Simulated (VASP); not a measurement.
# Bi (Fm-3m) in VASP: single point with PBEsol

Aim: the single point of Bi with PBEsol.

All numbers are computed with VASP 6.6.1; they aren't measurements. Logs are shortened: lines on timing, memory, paths and dates and some standing lists are left out, and cuts for length are marked.

## Step 1: The cell of the first run

Symmetry: Fm-3m, No. 225, cubic system. Conventional cell: a = 4.944 Å, b = 4.944 Å, c = 4.944 Å, α = 90.00°, β = 90.00°, γ = 90.00°. Bi (site symmetry m-3m) has 12 Bi at 3.50 Å within 4.6 Å.

## Step 2: Single point, PBEsol

File INCAR:

```
ALGO = Normal ; EDIFF = 1E-7
ENCUT = 520 ; GGA = PS
ISIF = 2 ; ISMEAR = -1
LASPH = True ; LCHARG = False
LREAL = False ; LWAVE = False
NBANDS = 14 ; NELM = 80
PREC = Accurate ; SIGMA = 0.13605693000000002
```

File KPOINTS:

```
k-points
0
Gamma
  12 12 12
```

File POSCAR:

```
Bi
1.0
    0.0000000000      2.4717622527      2.4717622527
    2.4717622527      0.0000000000      2.4717622527
    2.4717622527      2.4717622527      0.0000000000
Bi
1
Direct
    0.0000000000      0.0000000000      0.0000000000
```

Potentials or basis: VASP PAW PBE potentials, release 64 (Bi_d).

The run is started by

```
$ cat potpaw_PBE.64/Bi_d/POTCAR > POTCAR
$ mpirun -np 1 vasp_std > vasp.out
```

OUTCAR:

```text
EDIFF = 1E-7
   ENCUT = 520
   GGA = PS
   ISIF = 2
   ISMEAR = -1
   LASPH = True
   LREAL = False
   NELM = 80
   PREC = Accurate

 ion  position               nearest neighbor table
   1  0.000  0.000  0.000-

  LATTYP: Found a face centered cubic cell.
 ALAT       =     4.9435245054

  Lattice vectors:

 A1 = (   0.0000000000,   2.4717622527,   2.4717622527)
 A2 = (   2.4717622527,   0.0000000000,   2.4717622527)
 A3 = (   2.4717622527,   2.4717622527,   0.0000000000)

Analysis of symmetry for initial positions (statically):
=====================================================================
 Subroutine PRICEL returns:
 Original cell was already a primitive cell.

 Routine SETGRP: Setting up the symmetry group for a
 face centered cubic supercell.

 Subroutine GETGRP returns: Found 48 space group operations
 (whereof 48 operations were pure point group operations)
 out of a pool of 48 trial point group operations.

The static configuration has the point symmetry O_h .

Analysis of symmetry for dynamics (positions and initial velocities):
=====================================================================
 Subroutine PRICEL returns:
 Original cell was already a primitive cell.

 Routine SETGRP: Setting up the symmetry group for a
 face centered cubic supercell.

 Subroutine GETGRP returns: Found 48 space group operations
 (whereof 48 operations were pure point group operations)
 out of a pool of 48 trial point group operations.

The dynamic configuration has the point symmetry O_h .

 Subroutine INISYM returns: Found 48 space group operations
 (whereof 48 operations are pure point group operations),
 and found     1 'primitive' translations

----------------------------------------------------------------------------------------

                                     Primitive cell

  volume of cell :      30.2030

  direct lattice vectors                    reciprocal lattice vectors
     0.000000000  2.471762253  2.471762253    -0.202284827  0.202284827  0.202284827
     2.471762253  0.000000000  2.471762253     0.202284827 -0.202284827  0.202284827
     2.471762253  2.471762253  0.000000000     0.202284827  0.202284827 -0.202284827

  length of vectors
     3.495599701  3.495599701  3.495599701     0.350367598  0.350367598  0.350367598

  position of ions in fractional coordinates (direct lattice)
     0.000000000  0.000000000  0.000000000

  ion indices of the primitive-cell ions
   primitive index   ion index
                 1           1

----------------------------------------------------------------------------------------

 KPOINTS: k-points

Automatic generation of k-mesh.
 Grid dimensions read from file:
 generate k-points for:   12   12   12

 Generating k-lattice:

  Cartesian coordinates                     Fractional coordinates (reciprocal lattice)
    -0.016857069  0.016857069  0.016857069     0.083333333  0.000000000  0.000000000
     0.016857069 -0.016857069  0.016857069     0.000000000  0.083333333  0.000000000
     0.016857069  0.016857069 -0.016857069     0.000000000  0.000000000  0.083333333

  Length of vectors
     0.029197300  0.029197300  0.029197300

  Shift w.r.t. Gamma in fractional coordinates (k-lattice)
     0.000000000  0.000000000  0.000000000

 Subroutine IBZKPT returns following result:
 ===========================================

 Found     72 irreducible k-points:

 Following reciprocal coordinates:
            Coordinates               Weight
  0.000000  0.000000  0.000000      1.000000
  0.083333  0.000000  0.000000      8.000000
  0.166667  0.000000  0.000000      8.000000
  0.250000  0.000000  0.000000      8.000000
  0.333333  0.000000  0.000000      8.000000
  0.416667  0.000000  0.000000      8.000000
[... 16 lines left out ...]
  0.500000  0.166667  0.000000     24.000000
 -0.416667  0.166667  0.000000     24.000000
 [... further k-points ...]
   k-points           NKPTS =     72   k-points in BZ     NKDIM =     72   number of bands    NBANDS=     14
   number of dos      NEDOS =    301   number of ions     NIONS =      1
   total plane-waves  NPLWV =  21952
   dimension x,y,z NGX =    28 NGY =   28 NGZ =   28
   dimension x,y,z NGXF=    56 NGYF=   56 NGZF=   56
   ions per type =               1
   NGX,Y,Z   is equivalent  to a cutoff of  13.32, 13.32, 13.32 a.u.
   NGXF,Y,Z  is equivalent  to a cutoff of  26.63, 26.63, 26.63 a.u.
 SYSTEM =  unknown system
   PREC   = accura    normal or accurate (medium, high low for compatibility)
   ISTART =      0    job   : 0-new  1-cont  2-samecut
   ICHARG =      2    charge: 1-file 2-atom 10-const
   ISPIN  =      1    spin polarized calculation?
   LNONCOLLINEAR =      F non collinear calculations
   LSORBIT =      F    spin-orbit coupling
   LASPH  =      T    aspherical Exc in radial PAW
   ENCUT  =  520.0 eV  38.22 Ry    6.18 a.u.   6.50  6.50  6.50*2*pi/ulx,y,z
   NELM   =     80;   NELMIN=  2; NELMDL= -5     # of ELM steps
   EDIFF  = 0.1E-06   stopping-criterion for ELM
   LREAL  =      F    real-space projection
   EDIFFG = 0.1E-05   stopping-criterion for IOM
   NSW    =      0    number of steps for IOM
   IBRION =     -1    ionic relax: 0-MD 1-quasi-New 2-CG
   NFREE  =      0    steps in history (QN), initial steepest desc. (CG)
   ISIF   =      2    stress and relaxation
   ISYM   =      2    0-nonsym 1-usesym 2-fastsym
   POTIM  = 0.5000    time-step for ionic-motion
   TEBEG  =    0.0;   TEEND  =   0.0 temperature during run
   PSTRESS=    0.0 pullay stress
   NELECT =      15.0000    total number of electrons
   NUPDOWN=      -1.0000    fix difference up-down
   EMIN   =  10.00;   EMAX   =-10.00  energy-range for DOS
   EFERMI =   0.00;   METHOD = LEGACY
   ISMEAR =    -1;   SIGMA  =   0.14  broadening in eV -4-tet -1-fermi 0-gaus
   EFERMI_NEDOS =   21; number of points for ismear=-14 and -15
   IALGO  =     38    algorithm
   IMIX   =      4    mixing-type and parameters
     AMIX     =   0.40;   BMIX     =  1.00
     AMIX_MAG =   1.60;   BMIX_MAG =  1.00
  volume/ion in A,a.u.               =      30.20       203.82
  Fermi-wavevector in a.u.,A,eV,Ry     =   1.296448  2.449932 22.868378  1.680778
  Thomas-Fermi vector in A             =   2.427904
   LORBIT       =      0    0 simple, 1 ext, 2 COOP (PROOUT), +10 PAW based schemes
   GGA     = PS    functional components
   LHFCALC =     F    Hartree Fock is set to
   AEXX    =    0.0000 exact exchange contribution
   IVDW    =     0    specifies the selected vdW correction
   LEPSILON=     F    determine dielectric tensor
   LRPA    =     F    only Hartree local field effects (RPA)
 non-spin polarized calculation
  energy-cutoff  :      520.00
  volume of cell :       30.20
 maximum number of plane-waves:       869
 NGX is ok and might be reduce to    28
   NGX = 13   NGY = 13   NGZ = 13

 number of electron      15.0000002 magnetization

 Free energy of the ion-electron system (eV)
  ---------------------------------------------------
  ext. energy  EPLUGINS =         0.00000000
  ---------------------------------------------------
  free energy    TOTEN  =        -4.18780289 eV

  energy without entropy =       -4.14706284  energy(sigma->0) =       -4.16743286

 E-fermi :   8.2304     XC(G=0): -10.5851

 val. band max:        8.2262082945   @ k =   0.2500   0.2500   0.0000
 cond. band min:       8.2540022648   @ k =  -0.1667   0.2500   0.0833
 fundamental gap:      0.0277939703
 Fermi energy:         8.2303897909

 k-point     1 :       0.0000    0.0000    0.0000
  band No.  band energies     occupation
      1     -14.8266      2.00000
      2     -14.8266      2.00000
      3     -14.8266      2.00000
      4     -14.7473      2.00000
      5     -14.7473      2.00000
      6      -5.6230      2.00000
      7      13.3507      0.00000
      8      13.3507      0.00000
      9      13.3507      0.00000
     10      17.2587      0.00000
     11      17.3776      0.00000
     12      19.1728      0.00000
     13      19.1728      0.00000
     14      19.1728      0.00000

 k-point     2 :       0.0833    0.0000    0.0000
  band No.  band energies     occupation
      1     -14.8257      2.00000
      2     -14.8207      2.00000
      3     -14.8207      2.00000
      4     -14.7471      2.00000
      5     -14.7471      2.00000
      6      -5.4987      2.00000
      7      11.9454      0.00000
      8      13.2020      0.00000
      9      13.2020      0.00000
     10      16.7406      0.00000
     11      18.2264      0.00000
     12      19.4356      0.00000
     13      19.4356      0.00000
     14      20.6307      0.00000

 k-point     3 :       0.1667    0.0000    0.0000
  band No.  band energies     occupation
      1     -14.8237      2.00000
      2     -14.8091      2.00000
      3     -14.8091      2.00000
      4     -14.7424      2.00000
      5     -14.7424      2.00000
      6      -5.1297      2.00000
      7       9.5135      0.00016
      8      12.8386      0.00000
      9      12.8386      0.00000
     10      16.1705      0.00000
     11      19.6385      0.00000
     12      19.8086      0.00000
     13      19.8086      0.00000
     14      19.8485      0.00000

 k-point     4 :       0.2500    0.0000    0.0000
  band No.  band energies     occupation
      1     -14.8216      2.00000
      2     -14.8053      2.00000
      3     -14.8053      2.00000
      4     -14.7239      2.00000
      5     -14.7239      2.00000
      6      -4.5336      2.00000
      7       7.1068      1.99948
      8      12.4114      0.00000
      9      12.4114      0.00000
     10      15.8236      0.00000
     11      18.6765      0.00000
     12      19.1989      0.00000
     13      19.1989      0.00000
     14      21.2931      0.00000

 k-point     5 :       0.3333    0.0000    0.0000
  band No.  band energies     occupation
      1     -14.8204      2.00000
      2     -14.8101      2.00000
      3     -14.8101      2.00000
      4     -14.6964      2.00000
      5     -14.6964      2.00000
      6      -3.7647      2.00000
      7       4.9867      2.00000
      8      12.0359      0.00000
      9      12.0359      0.00000
     10      15.6823      0.00000
     11      17.7239      0.00000
[... 276 lines left out ...]
 k-point    22 :       0.4167    0.1667    0.0000
  band No.  band energies     occupation
      1     -14.8414      2.00000
      2     -14.7955      2.00000
      3     -14.7732      2.00000
      4     -14.7168      2.00000
      5     -14.6688      2.00000
      6      -3.1066      2.00000
      7       4.7225      2.00000
      8       9.6269      0.00007
      9      10.4673      0.00000
     10      14.6767      0.00000
     11      18.5217      0.00000
     12      19.9790      0.00000
     13      20.5011      0.00000
     14      21.6689      0.00000

 k-point    23 :       0.5000    0.1667    0.0000
  band No.  band energies     occupation
      1     -14.8358      2.00000
      2     -14.7916      2.00000
      3     -14.7795      2.00000
      4     -14.7024      2.00000
      5     -14.6631      2.00000
      6      -2.4454      2.00000
      7       3.4905      2.00000
      8       9.0064      0.00665
      9      10.5992      0.00000
     10      14.6578      0.00000
     11      18.7771      0.00000
     12      19.8858      0.00000
     13      21.1348      0.00000
     14      21.7548      0.00000

 k-point    24 :      -0.4167    0.1667    0.0000
  band No.  band energies     occupation
      1     -14.8290      2.00000
      2     -14.7907      2.00000
      3     -14.7826      2.00000
      4     -14.6919      2.00000
      5     -14.6753      2.00000
      6      -2.3308      2.00000
      7       3.3068      2.00000
      8       8.5961      0.12734
      9      10.9805      0.00000
     10      14.9113      0.00000
     11      18.4452      0.00000
     12      19.4649      0.00000
     13      22.0407      0.00000
     14      23.1514      0.00000

 [... further k-points ...]

------------------------ aborting loop because EDIFF is reached ----------------------------------------

  FORCE on cell =-STRESS in cart. coord.  units (eV):
  Direction    XX          YY          ZZ          XY          YZ          ZX
  --------------------------------------------------------------------------------------
  -------------------------------------------------------------------------------------
  Total       -0.0264376     -0.0264376     -0.0264376     -0.0000000     -0.0000000     -0.0000000
  in kB       -1.4024347     -1.4024347     -1.4024347     -0.0000000     -0.0000000     -0.0000000
  external PRESSURE =      -1.4024347 kB  Pullay stress =       0.0000000 kB

 VOLUME and BASIS-vectors are now :
 -----------------------------------------------------------------------------
  energy-cutoff  :      520.00
  volume of cell :       30.20
      direct lattice vectors                 reciprocal lattice vectors
     0.000000000  2.471762253  2.471762253    -0.202284827  0.202284827  0.202284827
     2.471762253  0.000000000  2.471762253     0.202284827 -0.202284827  0.202284827
     2.471762253  2.471762253  0.000000000     0.202284827  0.202284827 -0.202284827

 POSITION                                       TOTAL-FORCE (eV/Angst)
 -----------------------------------------------------------------------------------
      0.00000      0.00000      0.00000         0.000000      0.000000      0.000000
 -----------------------------------------------------------------------------------
    total drift:                               -0.000000     -0.000000     -0.000000

  FREE ENERGIE OF THE ION-ELECTRON SYSTEM (eV)
  ---------------------------------------------------
  free  energy   TOTEN  =        -4.1878028864 eV

  energy  without entropy=       -4.1470628413  energy(sigma->0) =       -4.16743286
```

Wall time 26 s (1 thread of Intel Xeon Platinum 8488C (Sapphire Rapids), shared host); peak memory 0.17 GiB.

Results:

* Free energy: -4.1878 eV
* Pressure: -0.1 GPa

Caveat: the PAW data sets were made with another functional, which shifts forces and pressure a little; spin-orbit coupling is left out, which moves the levels of the heavy elements.
